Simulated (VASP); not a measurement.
SrO: electric field gradients with PBE

The system is SrO.

```xyz
2
Lattice="0.0000 2.5783 2.5783 2.5783 0.0000 2.5783 2.5783 2.5783 0.0000" Properties=species:S:1:pos:R:3 pbc="T T T"
Sr    0.0000    0.0000    0.0000
O     2.5783    2.5783    2.5783
```

This cell differs from its parent crystal: volume scaled by 1.01.

```json
{
  "Program": "VASP 6.6.1",
  "Task": "electric field gradients",
  "Functional": "PBE",
  "Potentials or basis": "VASP PAW PBE potentials, release 64 (Sr_sv, O)",
  "Cutoff": "520 eV",
  "k mesh": "8 × 8 × 8",
  "Occupations": "fermi-dirac, width 0.02 eV",
  "Spin": "no spin polarisation",
  "Dipole correction": "no",
  "Further INCAR settings": "ALGO = Normal; EDIFF = 1e-08; NBANDS = 15"
}
```

| Item | Value |
| --- | --- |
| Pressure | 2.5 GPa |
| Band gap on the k mesh | 3.27 eV, indirect (least direct gap 3.36 eV) |

Levels at points of the mesh, in eV from the valence-band top:
| k point | band 6 | band 7 | band 8 | band 9 | band 10 | band 11 |
| --- | --- | --- | --- | --- | --- | --- |
| (0.00, 0.00, 0.00) | 0.00 | 0.00 | 0.00 | 3.92 | 6.19 | 6.19 |
| (0.50, 0.00, 0.00) | -2.15 | -1.12 | -1.12 | 6.51 | 8.39 | 8.80 |
| (0.50, 0.50, 0.00) | -0.45 | -0.09 | -0.09 | 3.27 | 7.74 | 10.12 |

Wall time 15 s on 1 thread of Intel(R) Xeon(R) Platinum 8259CL CPU @ 2.50GHz (Skylake/Cascade Lake) (shared host), peak memory 0.16 GiB.

Caveat: without QUAD_EFG the Cq values of the log hold for a quadrupole moment of 1 mb, not for the nuclei. A k mesh can miss the band edges.
